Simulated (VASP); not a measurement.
Wanted: the native input for a VASP 6.6.1 run.

| Property | Result |
| --- | --- |
| Task | single point |
| Functional | PBEsol |
| Potentials or basis | VASP PAW PBE potentials, release 64 (Sb, Pt) |
| Cutoff | 520 eV |
| k mesh | 12 × 12 × 8 |
| Occupations | gaussian, width 0.1 eV |
| Spin | no spin polarisation |
| Dipole correction | no |
| Further INCAR settings | ALGO = Normal; EDIFF = 1e-07; NBANDS = 23 |

The structure of SbPt lies in POSCAR:

```
SbPt
1.0
    3.7210745206      0.0000000000      0.0000000000
   -1.8605372603      3.2225450642      0.0000000000
    0.0000000000      0.0000000000      5.0911717421
Sb Pt
2 2
Direct
    0.3333333333      0.6666666667      0.2500000000
    0.6666666667      0.3333333333      0.7500000000
    0.0000000000      0.0000000000      0.0000000000
    0.0000000000      0.0000000000      0.5000000000
```

These files were run (other wordings do the same):

INCAR

```
SYSTEM = SbPt
PREC = Accurate
ENCUT = 520
EDIFF = 1E-7
ISMEAR = 0
SIGMA = 0.1
LREAL = .FALSE.
LASPH = .TRUE.
NELM = 80
ALGO = Normal
ISIF = 2
LWAVE = .FALSE.
LCHARG = .FALSE.
GGA = PS
NBANDS = 23
```

KPOINTS

```
regular mesh
0
G
  12 12 8
  0 0 0
```

Potentials or basis: VASP PAW PBE potentials, release 64 (Sb, Pt).

Command:

```console
$ cat potpaw_PBE.64/Sb/POTCAR potpaw_PBE.64/Pt/POTCAR > POTCAR
$ mpirun -np 1 vasp_std > vasp.out
```

Results of the run:

| Item | Value |
| --- | --- |
| Pressure | 90.4 GPa |
| Band gap on the k mesh | zero (bands 15 and 16 overlap by 5.88 eV) |

Caveat: the cell stands under pressure; the PAW data sets were made with another functional, which shifts forces and pressure a little; spin-orbit coupling is left out, which moves the levels of the heavy elements.

Run time: 64 s on 1 thread of AMD EPYC 9R45 96-Core Processor (Zen 5), on a shared host, peak memory 0.23 GiB.
